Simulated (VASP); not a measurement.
A run of VASP 6.6.1 is set up as follows.

File INCAR:

```
PREC     = Accurate       # precision mode
ENCUT    = 520            # plane-wave cutoff, eV
EDIFF    = 1E-6           # SCF threshold, eV
ISMEAR   = -4             # smearing method
SIGMA    = 0.1            # smearing width, eV
LREAL    = False          # projectors in reciprocal space
LASPH    = True           # aspherical terms in the spheres
NELM     = 80             # most SCF steps
ALGO     = Fast           # electronic algorithm
ISIF     = 2              # what is computed and relaxed
LWAVE    = False          # write WAVECAR
LCHARG   = False          # write CHGCAR
GGA      = PE             # functional
NBANDS   = 32             # bands
```

The input KPOINTS:

```
regular mesh
0
Gamma
  14 14 14
```

Contents of POSCAR:

```
Sn3Te
1.0
   -2.2961482799      2.2961482799      5.5012619897
    2.2961482799     -2.2961482799      5.5012619897
    2.2961482799      2.2961482799     -5.5012619897
Sn Te
3 1
Direct
    0.7500000000      0.2500000000      0.5000000000
    0.2500000000      0.7500000000      0.5000000000
    0.5000000000      0.5000000000      0.0000000000
    0.0000000000      0.0000000000      0.0000000000
```

Potentials or basis: VASP PAW PBE potentials, release 64 (Sn_d, Te).

The run is started by

```console
$ cat potpaw_PBE.64/Sn_d/POTCAR potpaw_PBE.64/Te/POTCAR > POTCAR
$ mpirun -np 1 vasp_std > vasp.out
```

**Question.** What does it give for the pressure?

**Answer.** 0.1 GPa.

**Question.** Predict the band gap on the k mesh.

**Answer.** Zero (bands 24 and 25 overlap by 1.08 eV).

Stress tensor (GPa, compression positive):
```
 0.13  0.00  0.00
 0.00  0.13  0.00
 0.00  0.00 -0.04
```

Caveat: spin-orbit coupling is left out, which moves the levels of the heavy elements.
